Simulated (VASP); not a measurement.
# CuO (P-1) in VASP: notebook, part 2 of 2

VASP 6.6.1. Earlier steps stand in the parts before.

## Step 5: Single point, LDA

This run uses another cell than the first one, of 11.37 Å³/atom.

INCAR

```
SYSTEM = CuO
  PREC = Accurate
  ENCUT = 520
  EDIFF = 1E-6
  ISMEAR = -1
  SIGMA = 0.05
  LREAL = .FALSE.
  LASPH = .TRUE.
  NELM = 100
  ALGO = Normal
  ISIF = 2
  LWAVE = .FALSE.
  LCHARG = .FALSE.
  NBANDS = 25
```

KPOINTS

```
Automatic mesh
0
G
  9 9 5
  0 0 0
```

POSCAR

```
CuO
1.0
    2.9359761050      0.0000000000      0.0000000000
    0.0398390851      2.9357502767      0.0000000000
    0.0178385202      0.0175831220      5.2778618209
Cu O
2 2
Direct
    0.0000000000      0.5000000000      0.0000000000
    0.5000000000      0.0000000000      0.5000000000
    0.9984239700      0.0016717800      0.7498871000
    0.0015760300      0.9983282200      0.2501129000
```

Potentials or basis: VASP PAW LDA potentials, release 64 (Cu, O).

On the command line:

```
> cat potpaw_LDA.64/Cu/POTCAR potpaw_LDA.64/O/POTCAR > POTCAR
> mpirun -np 1 vasp_std > vasp.out
```

OUTCAR:

```text
SYSTEM = CuO
   PREC = Accurate
   ENCUT = 520
   EDIFF = 1E-6
   ISMEAR = -1
   LREAL = .FALSE.
   LASPH = .TRUE.
   NELM = 100
   ISIF = 2

 ion  position               nearest neighbor table
   1  0.000  0.500  0.000-   3 1.97   4 1.97   3 1.97   4 1.97
   2  0.500  0.000  0.500-   3 1.97   4 1.97   4 1.97   3 1.97
   3  0.998  0.002  0.750-   2 1.97   2 1.97   1 1.97   1 1.97
   4  0.002  0.998  0.250-   2 1.97   2 1.97   1 1.97   1 1.97

  LATTYP: Found a base centered monoclinic cell.
 ALAT       =    11.3349504486
 B/A-ratio  =     0.3638182808
 C/A-ratio  =     0.4656324948
 COS(beta)  =    -0.9295148209

  Lattice vectors:

 A1 = (   2.9181375848,  -0.0175831220,  -5.2778618209)
 A2 = (   0.0220005649,   2.9181671547,  -5.2778618209)
 A3 = (   0.0178385202,   0.0175831220,   5.2778618209)

Analysis of symmetry for initial positions (statically):
=====================================================================
 Subroutine PRICEL returns:
 Original cell was already a primitive cell.

 Routine SETGRP: Setting up the symmetry group for a
 base centered monoclinic supercell.

 Subroutine GETGRP returns: Found  2 space group operations
 (whereof  2 operations were pure point group operations)
 out of a pool of  4 trial point group operations.

The static configuration has the point symmetry S_2 .

Analysis of symmetry for dynamics (positions and initial velocities):
=====================================================================
 Subroutine PRICEL returns:
 Original cell was already a primitive cell.

 Routine SETGRP: Setting up the symmetry group for a
 base centered monoclinic supercell.

 Subroutine GETGRP returns: Found  2 space group operations
 (whereof  2 operations were pure point group operations)
 out of a pool of  4 trial point group operations.

The dynamic configuration has the point symmetry S_2 .

 Subroutine INISYM returns: Found  2 space group operations
 (whereof  2 operations are pure point group operations),
 and found     1 'primitive' translations

----------------------------------------------------------------------------------------

                                     Primitive cell

  volume of cell :      45.4914

  direct lattice vectors                    reciprocal lattice vectors
     2.935976105  0.000000000  0.000000000     0.340602227 -0.004622083 -0.001135795
     0.039839085  2.935750277  0.000000000     0.000000000  0.340628427 -0.001134799
     0.017838520  0.017583122  5.277861821     0.000000000  0.000000000  0.189470667

  length of vectors
     2.935976105  2.936020579  5.277921256     0.340635481  0.340630318  0.189470667

  position of ions in fractional coordinates (direct lattice)
     0.000000000  0.500000000  0.000000000
     0.500000000  0.000000000  0.500000000
     0.998423970  0.001671780  0.749887100
     0.001576030  0.998328220  0.250112900

  ion indices of the primitive-cell ions
   primitive index   ion index
                 1           1
                 2           2
                 3           3
                 4           4

----------------------------------------------------------------------------------------

 KPOINTS: Automatic mesh

Automatic generation of k-mesh.
 Grid dimensions read from file:
 generate k-points for:    9    9    5

 Generating k-lattice:

  Cartesian coordinates                     Fractional coordinates (reciprocal lattice)
     0.037844692 -0.000513565 -0.000126199     0.111111111  0.000000000  0.000000000
     0.000000000  0.037847603 -0.000126089     0.000000000  0.111111111 -0.000000000
     0.000000000  0.000000000  0.037894133     0.000000000  0.000000000  0.200000000

  Length of vectors
     0.037848387  0.037847813  0.037894133

  Shift w.r.t. Gamma in fractional coordinates (k-lattice)
     0.000000000  0.000000000  0.000000000

 Subroutine IBZKPT returns following result:
 ===========================================

 Found    203 irreducible k-points:

 Following reciprocal coordinates:
            Coordinates               Weight
  0.000000  0.000000  0.000000      1.000000
  0.111111  0.000000  0.000000      2.000000
  0.000000 -0.111111 -0.000000      2.000000
  0.222222  0.000000  0.000000      2.000000
  0.000000 -0.222222 -0.000000      2.000000
  0.333333 -0.000000  0.000000      2.000000
[... 16 lines left out ...]
 -0.111111  0.111111 -0.000000      2.000000
  0.222222  0.222222  0.000000      2.000000
 [... further k-points ...]
   k-points           NKPTS =    203   k-points in BZ     NKDIM =    203   number of bands    NBANDS=     25
   number of dos      NEDOS =    301   number of ions     NIONS =      4
   total plane-waves  NPLWV =  23040
   dimension x,y,z NGX =    24 NGY =   24 NGZ =   40
   dimension x,y,z NGXF=    48 NGYF=   48 NGZF=   80
   ions per type =               2   2
   NGX,Y,Z   is equivalent  to a cutoff of  13.59, 13.59, 12.60 a.u.
   NGXF,Y,Z  is equivalent  to a cutoff of  27.18, 27.18, 25.20 a.u.
 SYSTEM =  CuO
   PREC   = accura    normal or accurate (medium, high low for compatibility)
   ISTART =      0    job   : 0-new  1-cont  2-samecut
   ICHARG =      2    charge: 1-file 2-atom 10-const
   ISPIN  =      1    spin polarized calculation?
   LNONCOLLINEAR =      F non collinear calculations
   LSORBIT =      F    spin-orbit coupling
   LASPH  =      T    aspherical Exc in radial PAW
   ENCUT  =  520.0 eV  38.22 Ry    6.18 a.u.   5.46  5.46  9.81*2*pi/ulx,y,z
   NELM   =    100;   NELMIN=  2; NELMDL= -5     # of ELM steps
   EDIFF  = 0.1E-05   stopping-criterion for ELM
   LREAL  =      F    real-space projection
   EDIFFG = 0.1E-04   stopping-criterion for IOM
   NSW    =      0    number of steps for IOM
   IBRION =     -1    ionic relax: 0-MD 1-quasi-New 2-CG
   NFREE  =      0    steps in history (QN), initial steepest desc. (CG)
   ISIF   =      2    stress and relaxation
   ISYM   =      2    0-nonsym 1-usesym 2-fastsym
   POTIM  = 0.5000    time-step for ionic-motion
   TEBEG  =    0.0;   TEEND  =   0.0 temperature during run
   PSTRESS=    0.0 pullay stress
   NELECT =      34.0000    total number of electrons
   NUPDOWN=      -1.0000    fix difference up-down
   EMIN   =  10.00;   EMAX   =-10.00  energy-range for DOS
   EFERMI =   0.00;   METHOD = LEGACY
   ISMEAR =    -1;   SIGMA  =   0.05  broadening in eV -4-tet -1-fermi 0-gaus
   EFERMI_NEDOS =   21; number of points for ismear=-14 and -15
   IALGO  =     38    algorithm
   IMIX   =      4    mixing-type and parameters
     AMIX     =   0.40;   BMIX     =  1.00
     AMIX_MAG =   1.60;   BMIX_MAG =  1.00
  volume/ion in A,a.u.               =      11.37        76.75
  Fermi-wavevector in a.u.,A,eV,Ry     =   1.485678  2.807524 30.031297  2.207238
  Thomas-Fermi vector in A             =   2.599059
   LORBIT       =      0    0 simple, 1 ext, 2 COOP (PROOUT), +10 PAW based schemes
   GGA     = CA    functional components
   LHFCALC =     F    Hartree Fock is set to
   AEXX    =    0.0000 exact exchange contribution
   IVDW    =     0    specifies the selected vdW correction
   LEPSILON=     F    determine dielectric tensor
   LRPA    =     F    only Hartree local field effects (RPA)
 non-spin polarized calculation
  energy-cutoff  :      520.00
  volume of cell :       45.49
 maximum number of plane-waves:      1245
 NGX is ok and might be reduce to    24
   NGX = 11   NGY = 11   NGZ = 19

 number of electron      34.0000023 magnetization

 Free energy of the ion-electron system (eV)
  ---------------------------------------------------
  ext. energy  EPLUGINS =         0.00000000
  ---------------------------------------------------
  free energy    TOTEN  =       -23.09890555 eV

  energy without entropy =      -23.07908771  energy(sigma->0) =      -23.08899663

 E-fermi :   4.1429     XC(G=0): -11.7151

 val. band max:        4.1081238175   @ k =   0.4444   0.4444   0.4000
 cond. band min:       4.1668342510   @ k =   0.0000   0.4444  -0.2000
 fundamental gap:      0.0587104335
 Fermi energy:         4.1428582096

 k-point     1 :       0.0000    0.0000    0.0000
  band No.  band energies     occupation
      1     -14.9925      2.00000
      2     -13.7766      2.00000
      3      -3.6685      2.00000
      4      -0.9938      2.00000
      5      -0.9673      2.00000
      6       0.6089      2.00000
[... 661 lines left out ...]
     24      15.8835      0.00000
     25      19.2011      0.00000

 [... further k-points ...]

------------------------ aborting loop because EDIFF is reached ----------------------------------------

  FORCE on cell =-STRESS in cart. coord.  units (eV):
  Direction    XX          YY          ZZ          XY          YZ          ZX
  --------------------------------------------------------------------------------------
  -------------------------------------------------------------------------------------
  Total       -3.6042127     -3.6078274     -6.0651401     -0.0555532     -0.0155847     -0.0174297
  in kB     -126.9379116   -127.0652198   -213.6100983     -1.9565441     -0.5488815     -0.6138620
  external PRESSURE =    -155.8710766 kB  Pullay stress =       0.0000000 kB

 VOLUME and BASIS-vectors are now :
 -----------------------------------------------------------------------------
  energy-cutoff  :      520.00
  volume of cell :       45.49
      direct lattice vectors                 reciprocal lattice vectors
     2.935976105  0.000000000  0.000000000     0.340602227 -0.004622083 -0.001135795
     0.039839085  2.935750277  0.000000000     0.000000000  0.340628427 -0.001134799
     0.017838520  0.017583122  5.277861821     0.000000000  0.000000000  0.189470667

 POSITION                                       TOTAL-FORCE (eV/Angst)
 -----------------------------------------------------------------------------------
      0.01992      1.46788      0.00000         0.000000     -0.000000      0.000000
      1.47691      0.00879      2.63893         0.000000      0.000000      0.000000
      2.94479      0.01809      3.95780         0.009843     -0.011079      0.006672
      0.04886      2.93524      1.32006        -0.009843      0.011079     -0.006672
 -----------------------------------------------------------------------------------
    total drift:                                0.000000     -0.000000     -0.000000

  FREE ENERGIE OF THE ION-ELECTRON SYSTEM (eV)
  ---------------------------------------------------
  free  energy   TOTEN  =       -23.0989055531 eV

  energy  without entropy=      -23.0790877066  energy(sigma->0) =      -23.08899663
```

OSZICAR:

```text
N       E                     dE             d eps       ncg     rms          rms(c)
DAV:   1     0.297098656284E+03    0.29710E+03   -0.16265E+04 10510   0.211E+03
DAV:   2     0.103515579076E+02   -0.28675E+03   -0.26505E+03 10316   0.391E+02
DAV:   3    -0.279326423856E+02   -0.38284E+02   -0.36183E+02 13148   0.160E+02
DAV:   4    -0.292790344844E+02   -0.13464E+01   -0.13389E+01 12929   0.317E+01
DAV:   5    -0.293028294388E+02   -0.23795E-01   -0.23783E-01 13384   0.373E+00    0.177E+01
DAV:   6    -0.275166210033E+02    0.17862E+01   -0.41108E+01 14683   0.161E+02    0.147E+01
DAV:   7    -0.230636851326E+02    0.44529E+01   -0.11696E+01 12623   0.120E+02    0.250E+00
DAV:   8    -0.231519490882E+02   -0.88264E-01   -0.16208E+00 10833   0.882E+00    0.157E+00
DAV:   9    -0.231029913098E+02    0.48958E-01   -0.60896E-02 14807   0.568E+00    0.470E-01
DAV:  10    -0.231011717730E+02    0.18195E-02   -0.17112E-02 15900   0.296E+00    0.449E-01
DAV:  11    -0.231001205293E+02    0.10512E-02   -0.44872E-03 16574   0.194E+00    0.308E-01
DAV:  12    -0.230989188649E+02    0.12017E-02   -0.38867E-03 15636   0.733E-01    0.579E-02
DAV:  13    -0.230989271979E+02   -0.83330E-05   -0.33266E-04 15506   0.359E-01    0.454E-02
DAV:  14    -0.230989075902E+02    0.19608E-04   -0.32938E-05 15693   0.134E-01    0.123E-02
DAV:  15    -0.230989057977E+02    0.17925E-05   -0.10596E-05 14163   0.300E-02    0.507E-03
DAV:  16    -0.230989055531E+02    0.24458E-06   -0.10288E-06  5634   0.284E-02
   1 F= -.23098906E+02 E0= -.23088997E+02  d E =-.198178E-01
```

stdout:

```text
POSCAR found type information on POSCAR CuO
 POSCAR found :  2 types and       4 ions
 scaLAPACK will be used
 LDA part: xc-table for (Slater(with rela. corr.)+CA(PZ))
 , standard interpolation
 POSCAR, INCAR and KPOINTS ok, starting setup
 FFT: planning ... GRIDC
 FFT: planning ... GRID_SOFT
 FFT: planning ... GRID
 WAVECAR not read
 entering main loop
```

Wall time 81 s (1 thread of Intel Xeon 6975P-C (Granite Rapids), shared host); peak memory 0.28 GiB.

What came out:

```yaml
Free_energy: -23.0989 eV
Pressure: -15.6 GPa
Largest_force: 0.016 eV/Å
Band_gap_on_the_k_mesh: zero (bands 17 and 18 overlap by 0.90 eV)
```

Forces in eV/Å, atoms in the order of the input:
```
Cu   0.000  0.000  0.000
Cu   0.000  0.000  0.000
O    0.010 -0.011  0.007
O   -0.010  0.011 -0.007
```

Stress tensor (GPa, compression positive):
```
-12.69  -0.20  -0.06
 -0.20 -12.71  -0.05
 -0.06  -0.05 -21.36
```

Caveat: the stress differs along the axes, from -21 to -13 GPa; semilocal functionals often make such compounds metallic where correlation or magnetic order opens a gap, which also shifts bond lengths. With open d or f shells a metallic result of LDA can be an artefact of self-interaction; +U or a hybrid may open a gap.

## Step 6: Single point, PBEsol

This run uses another cell than the first one, of 10.30 Å³/atom.

INCAR

```
SYSTEM = CuO
PREC = Accurate
ENCUT = 1340
EDIFF = 1E-6
ISMEAR = -1
SIGMA = 0.05
LREAL = .False.
LASPH = .True.
NELM = 120
ALGO = Normal
ISIF = 2
LWAVE = .False.
LCHARG = .False.
GGA = PS
NBANDS = 33
GGA_COMPAT = .False.
```

KPOINTS

```
Automatic mesh
0
Gamma
  9 9 5
  0 0 0
```

POSCAR

```
CuO
1.0
    2.8405840181      0.0000000000      0.0000000000
    0.0385446830      2.8403655272      0.0000000000
    0.0172589332      0.0170118330      5.1063800938
Cu O
2 2
Direct
    0.0000000000      0.5000000000      0.0000000000
    0.5000000000      0.0000000000      0.5000000000
    0.9984239700      0.0016717800      0.7498871000
    0.0015760300      0.9983282200      0.2501129000
```

Potentials or basis: VASP PAW PBE potentials, release 64 (Cu_sv_GW, O_h).

On the command line:

```
> cat potpaw_PBE.64/Cu_sv_GW/POTCAR potpaw_PBE.64/O_h/POTCAR > POTCAR
> mpirun -np 1 vasp_std > vasp.out
```

Run time: 18 min. Hardware: 1 thread of Intel Xeon Platinum 8375C at 2.90GHz (Ice Lake), shared host; peak memory 1.1 GiB.

The run converged. Its results:

```yaml
Free_energy: -21.6605 eV
Pressure: 5.7 GPa
Largest_force: 0.015 eV/Å
Band_gap_on_the_k_mesh: zero (bands 25 and 26 overlap by 0.99 eV)
```

Forces in eV/Å, atoms in the order of the input:
```
Cu   0.000  0.000  0.000
Cu   0.000  0.000  0.000
O    0.002 -0.004  0.014
O   -0.002  0.004 -0.014
```

Stress tensor (GPa, compression positive):
```
 6.05 -0.04  0.01
-0.04  5.96  0.03
 0.01  0.03  5.05
```

Levels at points of the mesh, in eV from the Fermi level:
```csv
k point,band 21,band 22,band 23,band 24,band 25,band 26,band 27,band 28,band 29,band 30
"(0.00, 0.00, 0.00)",-2.59,-2.55,-2.46,-2.14,0.70,0.73,1.54,6.06,7.47,13.63
```

Caveat: the cell stands under pressure; the PAW data sets were made with another functional, which shifts forces and pressure a little; semilocal functionals often make such compounds metallic where correlation or magnetic order opens a gap, which also shifts bond lengths. With open d or f shells a metallic result of PBEsol can be an artefact of self-interaction; +U or a hybrid may open a gap.

## Step 7: The runs side by side

| level | potentials or basis | cell | cutoff (eV) | gap on the mesh (eV) | pressure (GPa) | largest force (eV/Å) |
| --- | --- | --- | --- | --- | --- | --- |
| LDA | VASP PAW LDA potentials, release 64 (Cu, O) | a = 2.880, b = 2.880, c = 5.176 Å, angles 89.8, 89.8, 89.2°, 4 atoms | 520 | none | -7.6 | 0.01 |
| LDA | VASP PAW LDA potentials, release 64 (Cu, O) | a = 2.917, b = 2.917, c = 5.245 Å, angles 89.8, 89.8, 89.2°, 4 atoms | 520 | none | -13.3 | 0.02 |
| LDA | VASP PAW LDA potentials, release 64 (Cu, O) | a = 2.936, b = 2.936, c = 5.278 Å, angles 89.8, 89.8, 89.2°, 4 atoms | 520 | none | -15.6 | 0.02 |
| PBEsol | VASP PAW PBE potentials, release 64 (Cu_sv_GW, O_h) | a = 2.841, b = 2.841, c = 5.106 Å, angles 89.8, 89.8, 89.2°, 4 atoms | 1340 | none | 5.7 | 0.01 |

Alike in all rows: task single point; no spin polarisation; k mesh 9 × 9 × 5; smearing fermi-dirac 0.05 eV.

Caveats: semilocal functionals often make such compounds metallic where correlation or magnetic order opens a gap, which also shifts bond lengths; the stress differs along the axes, from -11 to -6 GPa (at least some runs); the stress differs along the axes, from -18 to -11 GPa (at least some runs); the stress differs along the axes, from -21 to -13 GPa (at least some runs); the cell stands under pressure (at least some runs); the PAW data sets were made with another functional, which shifts forces and pressure a little (at least some runs).

Total energies depend on the potentials used, so only differences within one code and one set of settings carry meaning.

The gap in the log of VASP goes by the Fermi energy; the results here count the filled bands.